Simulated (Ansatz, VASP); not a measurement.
**Sb in VASP and in Ansatz**

```
Sb
1.0
     2.12909    1.22923    3.74400
    -2.12909    1.22923    3.74400
     0.00000   -2.45847    3.74400
Sb
2
Cartesian
  0.0000 0.0000 2.6242
  0.0000 0.0000 8.6078
```

Change from the starting cell: equal xx and yy strain of -1 %, crystal datasets.

Alike in both runs: task electric field gradients; functional PBE; k mesh 9 × 9 × 9; occupations fermi-dirac, width 0.05 eV; no spin polarisation.

```csv
,VASP,Ansatz
version,VASP 6.6.1,Ansatz 0.2.0
potentials or method,"VASP PAW PBE potentials, release 64 (Sb), cutoff 520 eV","all-electron PAW with datasets made for the crystal, scalar-relativistic"
```

|  | VASP | Ansatz | Ansatz less VASP |
| --- | --- | --- | --- |
| pressure (GPa) | 4.6 | 4.5 | -0.09 |
| traceless stress, the component that is largest in VASP (GPa) | -0.78 | -0.74 | +0.041 |
| rms of the force components (eV/Å) | 0.204 | 0.175 | -0.0293 |
| size of Vzz on the site where it differs most (V/Å²) | 42.8 | 47.1 | +4.33 |

Atom by atom the forces differ by 0.029 eV/Å (rms over components). Ansatz ran all-electron here, and VASP with PAW potentials.

Spin-orbit coupling is off throughout.
